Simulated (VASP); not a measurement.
Crystal: K2Ni.

```
CELL_PARAMETERS angstrom
0.00000 3.71449 3.71449
3.71449 0.00000 3.71449
3.71449 3.71449 0.00000
ATOMIC_POSITIONS crystal
K 0.75000 0.75000 0.75000
K 0.25000 0.25000 0.25000
Ni 0.00000 0.00000 0.00000
```

| Quantity | Value |
| --- | --- |
| Program | VASP 6.6.1 |
| Task | relaxation of cell and atoms |
| Functional | PBE |
| Potentials or basis | VASP PAW PBE potentials, release 64 (K_sv, Ni) |
| Cutoff | 600 eV |
| k mesh | 10 × 10 × 10 |
| Occupations | gaussian, width 0.1 eV |
| Spin | no spin polarisation |

At the start: pressure 1.9 GPa; volume 34.17 Å³/atom.

Task: Where does the relaxation end?

Result: Over 4 steps the energy falls by 31.3 meV/atom and the volume is 40.02 Å³/atom (+17.1 %); space group Fm-3m (No. 225, to 0.1 Å) before and after.

Step by step:
```csv
step,energy change (eV),largest force (eV/Å),pressure (GPa),volume (Å³)
1,0.0000,0.0000,1.90,102.50
2,-0.0569,0.0000,1.08,108.62
3,-0.0939,0.0000,0.04,119.51
4,-0.0940,0.0000,0.00,120.05
```

Final structure:
```
K Ni
1.0
     0.00000    3.91540    3.91540
     3.91540    0.00000    3.91540
     3.91540    3.91540    0.00000
K Ni
2 1
Direct
  0.75000 0.75000 0.75000
  0.25000 0.25000 0.25000
  0.00000 0.00000 0.00000
```

Caveat: the volume moved by over 15 % at a fixed basis, so the end points are rough.
